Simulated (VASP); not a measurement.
# Pt (Im-3m) in VASP: notebook

The runs below take Pt through single point, with PBEsol.

Everything below comes from runs of VASP 6.6.1. Logs are shortened: lines on timing, memory, paths and dates and some standing lists are left out, and cuts for length are marked.

## Step 1: The cell of the first run

Symmetry: Im-3m, No. 229, cubic system. The conventional cell has a = 3.168 Å, b = 3.168 Å, c = 3.168 Å, α = 90.00°, β = 90.00°, γ = 90.00°. Within 3.6 Å of Pt (site symmetry m-3m) lie 14 Pt at 2.74 to 3.17 Å.

## Step 2: Single point, PBEsol

The input, INCAR:

```
PREC = Accurate
ENCUT = 520
EDIFF = 1E-6
ISMEAR = -1
SIGMA = 0.1
LREAL = F
LASPH = T
NELM = 80
ALGO = Normal
ISIF = 2
LWAVE = F
LCHARG = F
GGA = PS
NBANDS = 11
```

The input, KPOINTS:

```
Automatic mesh
0
Gamma
  12 12 12
```

The input, POSCAR:

```
Pt
1.0
   -1.5842200000      1.5842200000      1.5842200000
    1.5842200000     -1.5842200000      1.5842200000
    1.5842200000      1.5842200000     -1.5842200000
Pt
1
Direct
    0.0000000000      0.0000000000      0.0000000000
```

Potentials or basis: VASP PAW PBE potentials, release 64 (Pt).

Launch:

```
$ cat potpaw_PBE.64/Pt/POTCAR > POTCAR
$ mpirun -np 1 vasp_std > vasp.out
```

OUTCAR:

```text
PREC = Accurate
   ENCUT = 520
   EDIFF = 1E-6
   ISMEAR = -1
   LREAL = F
   LASPH = T
   NELM = 80
   ISIF = 2
   GGA = PS

 ion  position               nearest neighbor table
   1  0.000  0.000  0.000-

  LATTYP: Found a body centered cubic cell.
 ALAT       =     3.1684400000

  Lattice vectors:

 A1 = (  -1.5842200000,   1.5842200000,   1.5842200000)
 A2 = (   1.5842200000,  -1.5842200000,   1.5842200000)
 A3 = (   1.5842200000,   1.5842200000,  -1.5842200000)

Analysis of symmetry for initial positions (statically):
=====================================================================
 Subroutine PRICEL returns:
 Original cell was already a primitive cell.

 Routine SETGRP: Setting up the symmetry group for a
 body centered cubic supercell.

 Subroutine GETGRP returns: Found 48 space group operations
 (whereof 48 operations were pure point group operations)
 out of a pool of 48 trial point group operations.

The static configuration has the point symmetry O_h .

Analysis of symmetry for dynamics (positions and initial velocities):
=====================================================================
 Subroutine PRICEL returns:
 Original cell was already a primitive cell.

 Routine SETGRP: Setting up the symmetry group for a
 body centered cubic supercell.

 Subroutine GETGRP returns: Found 48 space group operations
 (whereof 48 operations were pure point group operations)
 out of a pool of 48 trial point group operations.

The dynamic configuration has the point symmetry O_h .

 Subroutine INISYM returns: Found 48 space group operations
 (whereof 48 operations are pure point group operations),
 and found     1 'primitive' translations

----------------------------------------------------------------------------------------

                                     Primitive cell

  volume of cell :      15.9040

  direct lattice vectors                    reciprocal lattice vectors
    -1.584220000  1.584220000  1.584220000     0.000000000  0.315612731  0.315612731
     1.584220000 -1.584220000  1.584220000     0.315612731  0.000000000  0.315612731
     1.584220000  1.584220000 -1.584220000     0.315612731  0.315612731  0.000000000

  length of vectors
     2.743949530  2.743949530  2.743949530     0.446343804  0.446343804  0.446343804

  position of ions in fractional coordinates (direct lattice)
     0.000000000  0.000000000  0.000000000

  ion indices of the primitive-cell ions
   primitive index   ion index
                 1           1

----------------------------------------------------------------------------------------

 KPOINTS: Automatic mesh

Automatic generation of k-mesh.
 Grid dimensions read from file:
 generate k-points for:   12   12   12

 Generating k-lattice:

  Cartesian coordinates                     Fractional coordinates (reciprocal lattice)
     0.000000000  0.026301061  0.026301061     0.083333333  0.000000000  0.000000000
     0.026301061  0.000000000  0.026301061     0.000000000  0.083333333  0.000000000
     0.026301061  0.026301061  0.000000000     0.000000000  0.000000000  0.083333333

  Length of vectors
     0.037195317  0.037195317  0.037195317

  Shift w.r.t. Gamma in fractional coordinates (k-lattice)
     0.000000000  0.000000000  0.000000000

 Subroutine IBZKPT returns following result:
 ===========================================

 Found     72 irreducible k-points:

 Following reciprocal coordinates:
            Coordinates               Weight
  0.000000  0.000000  0.000000      1.000000
  0.083333  0.000000  0.000000     12.000000
  0.166667  0.000000  0.000000     12.000000
  0.250000  0.000000  0.000000     12.000000
  0.333333  0.000000  0.000000     12.000000
  0.416667  0.000000  0.000000     12.000000
[... 16 lines left out ...]
  0.333333  0.083333  0.083333     24.000000
  0.416667  0.083333  0.083333     12.000000
 [... further k-points ...]
   k-points           NKPTS =     72   k-points in BZ     NKDIM =     72   number of bands    NBANDS=     11
   number of dos      NEDOS =    301   number of ions     NIONS =      1
   total plane-waves  NPLWV =   8000
   dimension x,y,z NGX =    20 NGY =   20 NGZ =   20
   dimension x,y,z NGXF=    40 NGYF=   40 NGZF=   40
   ions per type =               1
   NGX,Y,Z   is equivalent  to a cutoff of  12.12, 12.12, 12.12 a.u.
   NGXF,Y,Z  is equivalent  to a cutoff of  24.23, 24.23, 24.23 a.u.
 SYSTEM =  unknown system
   PREC   = accura    normal or accurate (medium, high low for compatibility)
   ISTART =      0    job   : 0-new  1-cont  2-samecut
   ICHARG =      2    charge: 1-file 2-atom 10-const
   ISPIN  =      1    spin polarized calculation?
   LNONCOLLINEAR =      F non collinear calculations
   LSORBIT =      F    spin-orbit coupling
   LASPH  =      T    aspherical Exc in radial PAW
   ENCUT  =  520.0 eV  38.22 Ry    6.18 a.u.   5.10  5.10  5.10*2*pi/ulx,y,z
   NELM   =     80;   NELMIN=  2; NELMDL= -5     # of ELM steps
   EDIFF  = 0.1E-05   stopping-criterion for ELM
   LREAL  =      F    real-space projection
   EDIFFG = 0.1E-04   stopping-criterion for IOM
   NSW    =      0    number of steps for IOM
   IBRION =     -1    ionic relax: 0-MD 1-quasi-New 2-CG
   NFREE  =      0    steps in history (QN), initial steepest desc. (CG)
   ISIF   =      2    stress and relaxation
   ISYM   =      2    0-nonsym 1-usesym 2-fastsym
   POTIM  = 0.5000    time-step for ionic-motion
   TEBEG  =    0.0;   TEEND  =   0.0 temperature during run
   PSTRESS=    0.0 pullay stress
   NELECT =      10.0000    total number of electrons
   NUPDOWN=      -1.0000    fix difference up-down
   EMIN   =  10.00;   EMAX   =-10.00  energy-range for DOS
   EFERMI =   0.00;   METHOD = LEGACY
   ISMEAR =    -1;   SIGMA  =   0.10  broadening in eV -4-tet -1-fermi 0-gaus
   EFERMI_NEDOS =   21; number of points for ismear=-14 and -15
   IALGO  =     38    algorithm
   IMIX   =      4    mixing-type and parameters
     AMIX     =   0.40;   BMIX     =  1.00
     AMIX_MAG =   1.60;   BMIX_MAG =  1.00
  volume/ion in A,a.u.               =      15.90       107.33
  Fermi-wavevector in a.u.,A,eV,Ry     =   1.402510  2.650360 26.763132  1.967035
  Thomas-Fermi vector in A             =   2.525265
   LORBIT       =      0    0 simple, 1 ext, 2 COOP (PROOUT), +10 PAW based schemes
   GGA     = PS    functional components
   LHFCALC =     F    Hartree Fock is set to
   AEXX    =    0.0000 exact exchange contribution
   IVDW    =     0    specifies the selected vdW correction
   LEPSILON=     F    determine dielectric tensor
   LRPA    =     F    only Hartree local field effects (RPA)
 non-spin polarized calculation
  energy-cutoff  :      520.00
  volume of cell :       15.90
 maximum number of plane-waves:       442
   NGX = 11   NGY = 11   NGZ = 11

 number of electron      10.0000000 magnetization

 Free energy of the ion-electron system (eV)
  ---------------------------------------------------
  ext. energy  EPLUGINS =         0.00000000
  ---------------------------------------------------
  free energy    TOTEN  =        -6.85269938 eV

  energy without entropy =       -6.82323029  energy(sigma->0) =       -6.83796483

 E-fermi :   9.8819     XC(G=0): -13.3082

 val. band max:        9.8717009939   @ k =  -0.4167  -0.4167   0.1667
 cond. band min:       9.9033302592   @ k =  -0.4167  -0.4167   0.0833
 fundamental gap:      0.0316292653
 Fermi energy:         9.8818612193

 k-point     1 :       0.0000    0.0000    0.0000
  band No.  band energies     occupation
      1       0.4059      2.00000
      2       6.4519      2.00000
      3       6.4519      2.00000
      4       6.4519      2.00000
      5       8.9384      1.99984
      6       8.9384      1.99984
      7      26.9879      0.00000
      8      26.9879      0.00000
      9      26.9879      0.00000
     10      36.9130      0.00000
     11      36.9135      0.00000

 k-point     2 :       0.0833    0.0000    0.0000
  band No.  band energies     occupation
      1       0.6853      2.00000
      2       6.3435      2.00000
      3       6.4504      2.00000
      4       6.6754      2.00000
      5       8.8029      1.99996
      6       8.9461      1.99983
      7      27.1027      0.00000
      8      27.1771      0.00000
      9      27.3973      0.00000
     10      34.1488      0.00000
     11      34.6092      0.00000

 k-point     3 :       0.1667    0.0000    0.0000
  band No.  band energies     occupation
      1       1.4665      2.00000
      2       6.0592      2.00000
      3       6.4229      2.00000
      4       7.3220      2.00000
      5       8.5662      2.00000
      6       8.9763      1.99977
      7      26.8229      0.00000
      8      26.9917      0.00000
      9      28.5605      0.00000
     10      32.3458      0.00000
     11      32.5400      0.00000

 k-point     4 :       0.2500    0.0000    0.0000
  band No.  band energies     occupation
      1       2.5062      2.00000
      2       5.6960      2.00000
      3       6.4869      2.00000
      4       8.3127      2.00000
      5       8.5095      2.00000
      6       9.0401      1.99956
      7      24.2962      0.00000
      8      25.9140      0.00000
      9      30.2951      0.00000
     10      31.3204      0.00000
     11      32.3210      0.00000
[... 239 lines left out ...]
 k-point    22 :       0.2500    0.0833    0.0833
  band No.  band energies     occupation
      1       3.7566      2.00000
      2       5.3101      2.00000
      3       6.3284      2.00000
      4       8.7559      1.99997
      5       9.1324      1.99889
      6      10.7185      0.00047
      7      20.6910      0.00000
      8      24.2754      0.00000
      9      25.3993      0.00000
     10      31.1657      0.00000
     11      36.2565      0.00000

 k-point    23 :       0.3333    0.0833    0.0833
  band No.  band energies     occupation
      1       3.8753      2.00000
      2       5.1092      2.00000
      3       7.5534      2.00000
      4       8.8646      1.99992
      5       9.2359      1.99687
      6      12.2231      0.00000
      7      17.4898      0.00000
      8      23.3465      0.00000
      9      24.2379      0.00000
     10      32.9841      0.00000
     11      34.9816      0.00000

 k-point    24 :       0.4167    0.0833    0.0833
  band No.  band energies     occupation
      1       3.8460      2.00000
      2       5.0399      2.00000
      3       8.2955      2.00000
      4       8.8866      1.99990
      5       9.2734      1.99546
      6      13.2385      0.00000
      7      15.7583      0.00000
      8      23.0159      0.00000
      9      23.7283      0.00000
     10      33.8639      0.00000
     11      34.4650      0.00000

 [... further k-points ...]
[... 5 lines left out ...]
  --------------------------------------------------------------------------------------
  -------------------------------------------------------------------------------------
  Total       -1.1286364     -1.1286364     -1.1286364      0.0000000     -0.0000000      0.0000000
  in kB     -113.6993976   -113.6993976   -113.6993976      0.0000000     -0.0000000      0.0000000
  external PRESSURE =    -113.6993976 kB  Pullay stress =       0.0000000 kB

 VOLUME and BASIS-vectors are now :
 -----------------------------------------------------------------------------
  energy-cutoff  :      520.00
  volume of cell :       15.90
      direct lattice vectors                 reciprocal lattice vectors
    -1.584220000  1.584220000  1.584220000     0.000000000  0.315612731  0.315612731
     1.584220000 -1.584220000  1.584220000     0.315612731  0.000000000  0.315612731
     1.584220000  1.584220000 -1.584220000     0.315612731  0.315612731  0.000000000

 POSITION                                       TOTAL-FORCE (eV/Angst)
 -----------------------------------------------------------------------------------
      0.00000      0.00000      0.00000         0.000000     -0.000000      0.000000
 -----------------------------------------------------------------------------------
    total drift:                                0.000000     -0.000000      0.000000

  FREE ENERGIE OF THE ION-ELECTRON SYSTEM (eV)
  ---------------------------------------------------
  free  energy   TOTEN  =        -6.8526993774 eV

  energy  without entropy=       -6.8232302880  energy(sigma->0) =       -6.83796483
```

Run time: 5.6 s. Hardware: 1 thread of Intel Xeon 6975P-C, shared host; peak memory 0.13 GiB.

What came out:

- Free energy: -6.8527 eV
- Pressure: -11.4 GPa
- Band gap on the k mesh: zero (band 5 reaches 10.91 eV, above the bottom of band 6 at 8.78 eV)

Levels at points of the mesh, in eV from the Fermi level:
| k point | band 3 | band 4 | band 5 | band 6 | band 7 | band 8 |
| --- | --- | --- | --- | --- | --- | --- |
| (0.00, 0.00, 0.00) | -3.43 | -3.43 | -0.94 | -0.94 | 17.11 | 17.11 |
| (0.50, 0.00, 0.00) | -1.13 | -0.63 | 0.24 | 1.06 | 6.23 | 13.25 |
| (0.50, 0.50, 0.50) | 0.54 | 0.54 | 0.54 | 7.61 | 7.61 | 7.61 |

Caveat: the PAW data sets were made with another functional, which shifts forces and pressure a little; spin-orbit coupling is left out, which moves the levels of the heavy elements.

## Step 3: Single point, PBEsol

The input, INCAR:

```
SYSTEM = Pt
ALGO = Normal
EDIFF = 1E-6
ENCUT = 520
GGA = PS
ISIF = 2
ISMEAR = -1
LASPH = .True.
LCHARG = .False.
LREAL = .False.
LWAVE = .False.
NBANDS = 11
NELM = 80
PREC = Accurate
SIGMA = 0.1
```

The input, KPOINTS:

```
k-points
0
Gamma
  12 12 12
  0 0 0
```

POSCAR is that of step 2.

Potentials or basis: VASP PAW PBE potentials, release 64 (Pt).

Launch:

```
$ cat potpaw_PBE.64/Pt/POTCAR > POTCAR
$ mpirun -np 1 vasp_std > vasp.out
```

Run time: 5.8 s. Hardware: 1 thread of Intel Xeon 6975P-C, shared host; peak memory 0.13 GiB.

The run converged. Its results:

| Quantity | Value |
| --- | --- |
| Free energy | -6.8527 eV |
| Pressure | -11.4 GPa |
| Band gap on the k mesh | zero (band 5 reaches 10.91 eV, above the bottom of band 6 at 8.78 eV) |

Levels at points of the mesh, in eV from the Fermi level:
| k point | band 3 | band 4 | band 5 | band 6 | band 7 | band 8 |
| --- | --- | --- | --- | --- | --- | --- |
| (0.00, 0.00, 0.00) | -3.43 | -3.43 | -0.94 | -0.94 | 17.11 | 17.11 |
| (0.50, 0.00, 0.00) | -1.13 | -0.63 | 0.24 | 1.06 | 6.23 | 13.25 |
| (0.50, 0.50, 0.50) | 0.54 | 0.54 | 0.54 | 7.61 | 7.61 | 7.61 |

Caveat: the PAW data sets were made with another functional, which shifts forces and pressure a little; spin-orbit coupling is left out, which moves the levels of the heavy elements.
